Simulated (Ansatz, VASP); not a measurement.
**Cu: VASP beside Ansatz**

```
CELL_PARAMETERS angstrom
0.00000 1.78872 1.78872
1.78872 0.00000 1.78872
1.78872 1.78872 0.00000
ATOMIC_POSITIONS crystal
Cu 0.00000 0.00000 0.00000
```

Alike in both runs: task single point; functional PBEsol; k mesh 17 × 17 × 17; occupations fermi-dirac, width 0.05 eV; no spin polarisation.

|  | VASP | Ansatz |
| --- | --- | --- |
| version | VASP 6.6.1 | Ansatz 0.2.0 |
| potentials or method | VASP PAW PBE potentials, release 64 (Cu), cutoff 520 eV | all-electron LAPW, scalar-relativistic |

|  | VASP | Ansatz | Ansatz less VASP |
| --- | --- | --- | --- |
| pressure (GPa) | -1.4 | -2.1 | -0.69 |

VASP's potentials were made for PBE, not for PBEsol. Ansatz ran all-electron here, and VASP with PAW potentials.
